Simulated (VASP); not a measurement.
The system is Be3ReH.

```
Be Re H
1.0
     2.61496    0.00000    0.00000
     0.00000    2.61496    0.00000
     0.00000    0.00000    7.34938
Be Re H
3 1 1
Direct
  0.00000 0.00000 0.50000
  0.50000 0.50000 0.66695
  0.50000 0.50000 0.33305
  0.50000 0.50000 0.00000
  0.00000 0.00000 0.00000
```

The cell was generated, and may not be a known phase.

```yaml
Program: VASP 6.6.1
Task: relaxation of cell and atoms
Functional: PBE
Potentials_or_basis: VASP PAW PBE potentials, release 64 (Be, Re, H)
Cutoff: 600 eV
k_mesh: 14 × 14 × 6
Occupations: gaussian, width 0.1 eV
Spin: no spin polarisation
```

At the start: pressure 0.9 GPa; volume 10.05 Å³/atom.

Task: Where does the relaxation end?

Result: Over 7 steps the energy falls by 14.7 meV/atom and the volume is 10.28 Å³/atom (+2.3 %); space group P4/mmm (No. 123, to 0.1 Å) before and after.

Step by step:
```
step  energy change (eV)  largest force (eV/Å)  pressure (GPa)  volume (Å³)
   1              0.0000                0.3750            0.93        50.26
   2             -0.0226                0.3558            0.19        50.68
   3             -0.0636                0.2128           -1.86        51.94
   4             -0.0645                0.1392           -2.31        52.26
   5             -0.0646                0.0808            1.17        51.26
   6             -0.0700                0.0248           -0.62        51.76
   7             -0.0733                0.0072            0.00        51.42
```

Final structure:
```
CELL_PARAMETERS angstrom
2.59368 0.00000 0.00000
0.00000 2.59368 0.00000
0.00000 0.00000 7.64362
ATOMIC_POSITIONS crystal
Be 0.00000 0.00000 0.50000
Be 0.50000 0.50000 0.68057
Be 0.50000 0.50000 0.31943
Re 0.50000 0.50000 0.00000
H 0.00000 0.00000 0.00000
```
